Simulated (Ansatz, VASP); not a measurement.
## One calculation of Ta, two programs

Contents of INCAR:

```
ALGO = Fast
EDIFF = 1E-6
ENCUT = 520
GGA = PE
ISIF = 2
ISMEAR = 0
LASPH = True
LCHARG = True
LELF = True
LREAL = False
LVHAR = True
LWAVE = False
NBANDS = 18
NELM = 80
PREC = Accurate
SIGMA = 0.15
```

File KPOINTS:

```
k-points
0
Gamma
  22 22 14
```

POSCAR

```
Ta
1.0
   -1.6593948201      1.6593948201      1.6593948201
    1.6593948201     -1.6593948201      1.6593948201
    3.3187896402      3.3187896402      0.0000000000
Ta
2
Direct
   -0.0045197200     -0.0045197200      0.0000000000
    0.5045197200      0.5045197200      0.5000000000
```

Input for Ansatz:

```yaml
crystal:
  lattice:
    - [-1.6593948201, 1.6593948201, 1.6593948201]
    - [1.6593948201, -1.6593948201, 1.6593948201]
    - [3.3187896402, 3.3187896402, 0.0]
  atoms:
    - { symbol: Ta, position: [-0.00451972, -0.00451972, 0.0] }
    - { symbol: Ta, position: [0.50451972, 0.50451972, 0.5] }
basis:
  ecutwfc: 420
kpoints:
  mp_grid: { grid: [22, 22, 14] }
hamiltonian:
  xc: pbe
scf:
  occupations: { method: gaussian, width: 0.15 }
output:
  forces: true
  stress: true
  eigenvalues: true
```

Change from the starting cell: mode 6 (144.7 1/cm) frozen in, largest displacement +0.015 Å.

Alike in both runs: task single point; functional PBE; k mesh 22 × 22 × 14; occupations gaussian, width 0.15 eV; no spin polarisation.

```csv
,VASP,Ansatz
version,VASP 6.6.1,Ansatz 0.2.0
potentials or method,"VASP PAW PBE potentials, release 64 (Ta_pv), cutoff 520 eV","scalar-relativistic, plane waves, PAW"
valence electrons in the cell,22,26
```

```tsv
	VASP	Ansatz	Ansatz less VASP
gap on the k mesh at the Fermi level (eV)	none	none	-
pressure (GPa)	0.3	0.2	-0.12
rms of the force components (eV/Å)	0.120	0.121	+0.0002
```

Atom by atom the forces differ by 0.000 eV/Å (rms over components). A gap of «none» marks a metal or a gap that the smearing closes. With one functional, cell and mesh, what is left measures potentials, basis and numerics. VASP's potentials hold 22 valence electrons a cell and Ansatz's 26, so a difference there can come from the potentials and not from the codes.

Spin-orbit coupling is off throughout.
